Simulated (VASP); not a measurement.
# Sr (I4/mmm) in VASP: notebook, part 2 of 2

VASP 6.6.1.

## 5. Single point, r2SCAN (strain +0.000 along x and y, -0.040 along z)

File POSCAR:

```
Sr
1.0
   -2.4250000000      2.4250000000      2.3280000000
    2.4250000000     -2.4250000000      2.3280000000
    2.4250000000      2.4250000000     -2.3280000000
Sr
1
Direct
    0.0000000000      0.0000000000      0.0000000000
```

File INCAR.step1:

```
SYSTEM = Sr
PREC = Accurate ; ENCUT = 520
ISMEAR = 0 ; SIGMA = 0.15
LREAL = .FALSE. ; LASPH = .TRUE.
NELM = 60 ; NBANDS = 11
GGA = PE ; ALGO = Normal
EDIFF = 1E-4 ; LWAVE = .TRUE.
LCHARG = .FALSE.
```

File INCAR.step2:

```
SYSTEM = Sr
PREC = Accurate ; ENCUT = 520
EDIFF = 1E-7 ; ISMEAR = 0
SIGMA = 0.15 ; LREAL = .FALSE.
LASPH = .TRUE. ; NELM = 60
ALGO = Normal ; ISIF = 2
LWAVE = .FALSE. ; LCHARG = .TRUE.
METAGGA = R2SCAN ; LMIXTAU = .TRUE.
LELF = .TRUE. ; LVHAR = .TRUE.
NBANDS = 11 ; ISTART = 1
```

File KPOINTS:

```
regular mesh
0
G
  14 14 14
  0 0 0
```

Potentials or basis: VASP PAW PBE potentials, release 64 (Sr_sv).

Run with:

```bash
$ cat potpaw_PBE.64/Sr_sv/POTCAR > POTCAR
$ cp INCAR.step1 INCAR
$ mpirun -np 1 vasp_std > vasp.out
$ cp INCAR.step2 INCAR
$ mpirun -np 1 vasp_std > vasp.out
```

OUTCAR:

```text
SYSTEM = Sr
   PREC = Accurate
   ENCUT = 520
   EDIFF = 1E-7
   ISMEAR = 0
   LREAL = .FALSE.
   LASPH = .TRUE.
   NELM = 60
   ISIF = 2
   METAGGA = R2SCAN
   ISTART = 1

 ion  position               nearest neighbor table
   1  0.000  0.000  0.000-

  LATTYP: Found a body centered tetragonal cell.
 ALAT       =     4.8500000000
 C/A-ratio  =     0.9600000000

  Lattice vectors:

 A1 = (  -2.4250000000,   2.4250000000,   2.3280000000)
 A2 = (   2.4250000000,  -2.4250000000,   2.3280000000)
 A3 = (   2.4250000000,   2.4250000000,  -2.3280000000)

Analysis of symmetry for initial positions (statically):
=====================================================================
 Subroutine PRICEL returns:
 Original cell was already a primitive cell.

 Routine SETGRP: Setting up the symmetry group for a
 body centered tetragonal supercell.

 Subroutine GETGRP returns: Found 16 space group operations
 (whereof 16 operations were pure point group operations)
 out of a pool of 16 trial point group operations.

The static configuration has the point symmetry D_4h.

Analysis of symmetry for dynamics (positions and initial velocities):
=====================================================================
 Subroutine PRICEL returns:
 Original cell was already a primitive cell.

 Routine SETGRP: Setting up the symmetry group for a
 body centered tetragonal supercell.

 Subroutine GETGRP returns: Found 16 space group operations
 (whereof 16 operations were pure point group operations)
 out of a pool of 16 trial point group operations.

The dynamic configuration has the point symmetry D_4h.

 Subroutine INISYM returns: Found 16 space group operations
 (whereof 16 operations are pure point group operations),
 and found     1 'primitive' translations

----------------------------------------------------------------------------------------

                                     Primitive cell

  volume of cell :      54.7604
[... 112 lines left out ...]
   METAGGA = R2SCAN    functional components
   LHFCALC =     F    Hartree Fock is set to
   AEXX    =    0.0000 exact exchange contribution
   IVDW    =     0    specifies the selected vdW correction
   LEPSILON=     F    determine dielectric tensor
   LRPA    =     F    only Hartree local field effects (RPA)
 non-spin polarized calculation
 Gauss-broadening in eV      SIGMA  =   0.15
  energy-cutoff  :      520.00
  volume of cell :       54.76
 maximum number of plane-waves:      1491
   NGX = 15   NGY = 15   NGZ = 15

 number of electron      10.0000000 magnetization

 Free energy of the ion-electron system (eV)
  ---------------------------------------------------
  ext. energy  EPLUGINS =         0.00000000
  ---------------------------------------------------
  free energy    TOTEN  =       -15.09543233 eV

  energy without entropy =      -15.07979823  energy(sigma->0) =      -15.08761528

 E-fermi :   1.6353     XC(G=0):  -7.7982

 val. band max:        1.6334578228   @ k =   0.2857   0.2857   0.0714
 cond. band min:       1.6430439656   @ k =  -0.3571  -0.4286   0.2143
 fundamental gap:      0.0095861428
 Fermi energy:         1.6353068978

 k-point     1 :       0.0000    0.0000    0.0000
  band No.  band energies     occupation
      1     -36.3839      2.00000
      2     -17.6457      2.00000
      3     -17.6401      2.00000
      4     -17.6401      2.00000
      5      -2.2071      2.00000
      6       4.2186      0.00000
      7       4.4728      0.00000
      8       4.4728      0.00000
      9       5.5491      0.00000
     10       5.9100      0.00000
     11      10.0749      0.00000
[... 309 lines left out ...]
 k-point    24 :       0.2857    0.1429    0.0000
  band No.  band energies     occupation
      1     -36.3689      2.00000
      2     -17.8118      2.00000
      3     -17.7034      2.00000
      4     -17.6591      2.00000
      5       0.0397      2.00000
      6       2.4713      0.00000
      7       3.0475      0.00000
      8       5.4227      0.00000
      9       6.3423      0.00000
     10       6.4696      0.00000
     11       8.5106      0.00000

 [... further k-points ...]

------------------------ aborting loop because EDIFF is reached ----------------------------------------

  FORCE on cell =-STRESS in cart. coord.  units (eV):
  Direction    XX          YY          ZZ          XY          YZ          ZX
  --------------------------------------------------------------------------------------
  -------------------------------------------------------------------------------------
  Total        0.0776424      0.0776424      0.1104457      0.0000000      0.0000000      0.0000000
  in kB        2.2716586      2.2716586      3.2314164      0.0000000      0.0000000      0.0000000
  external PRESSURE =       2.5915779 kB  Pullay stress =       0.0000000 kB

 VOLUME and BASIS-vectors are now :
 -----------------------------------------------------------------------------
  energy-cutoff  :      520.00
  volume of cell :       54.76
      direct lattice vectors                 reciprocal lattice vectors
    -2.425000000  2.425000000  2.328000000     0.000000000  0.206185567  0.214776632
     2.425000000 -2.425000000  2.328000000     0.206185567  0.000000000  0.214776632
     2.425000000  2.425000000 -2.328000000     0.206185567  0.206185567  0.000000000

 POSITION                                       TOTAL-FORCE (eV/Angst)
 -----------------------------------------------------------------------------------
      0.00000      0.00000      0.00000        -0.000000      0.000000      0.000000
 -----------------------------------------------------------------------------------
    total drift:                                0.000000      0.000000     -0.000000

  FREE ENERGIE OF THE ION-ELECTRON SYSTEM (eV)
  ---------------------------------------------------
  free  energy   TOTEN  =       -15.0954323349 eV

  energy  without entropy=      -15.0797982283  energy(sigma->0) =      -15.08761528
```

OSZICAR.step1:

```text
N       E                     dE             d eps       ncg     rms          rms(c)
DAV:   1     0.369177259117E+02    0.36918E+02   -0.47824E+03  5368   0.786E+02
DAV:   2     0.346719760399E-01   -0.36883E+02   -0.36227E+02  6259   0.152E+02
DAV:   3    -0.156916828237E+01   -0.16038E+01   -0.15858E+01  8014   0.237E+01
DAV:   4    -0.163246913758E+01   -0.63301E-01   -0.63142E-01  7099   0.437E+00
DAV:   5    -0.163368806421E+01   -0.12189E-02   -0.12187E-02  7729   0.473E-01    0.109E+01
DAV:   6    -0.163550266504E+01   -0.18146E-02   -0.67700E-03  6543   0.923E-01    0.615E+00
DAV:   7    -0.163718814784E+01   -0.16855E-02   -0.11862E-02  6035   0.121E+00    0.287E-01
DAV:   8    -0.163727078140E+01   -0.82634E-04   -0.14108E-03  8535   0.217E-01    0.670E-02
DAV:   9    -0.163729232577E+01   -0.21544E-04   -0.12001E-05  3971   0.334E-02
   1 F= -.16372923E+01 E0= -.16303575E+01  d E =-.138696E-01
```

It took 9.6 min on 1 thread of Oxide Virtual Turin-like, shared host; peak memory 0.25 GiB.

Results:

- Free energy: -15.0954 eV
- Pressure: 0.3 GPa
- Band gap on the k mesh: zero (bands 5 and 6 overlap by 0.33 eV)

Caveat: the cell differs from its parent crystal (strain +0.000 along x and y, -0.040 along z); the PAW data sets were made with another functional, which shifts forces and pressure a little.

## 6. Overview

| cell | gap on the mesh (eV) | pressure (GPa) |
| --- | --- | --- |
| a = 4.425 Å, angles 110.5, 110.5, 107.4°, 1 atom | none | -1.5 |
| a = 4.481 Å, angles 108.5, 108.5, 111.5°, 1 atom | none | -1.7 |
| a = 4.089 Å, angles 110.6, 110.6, 107.3°, 1 atom | none | 0.8 |
| a = 4.145 Å, angles 108.4, 108.4, 111.7°, 1 atom | none | 0.3 |

Alike in all rows: task single point; level r2SCAN; potentials or basis VASP PAW PBE potentials, release 64 (Sr_sv); no spin polarisation; k mesh 14 × 14 × 14; cutoff (eV) 520; smearing gaussian 0.15 eV.

Caveats: the PAW data sets were made with another functional, which shifts forces and pressure a little.

Absolute energies hang on the potentials; compare differences alone.
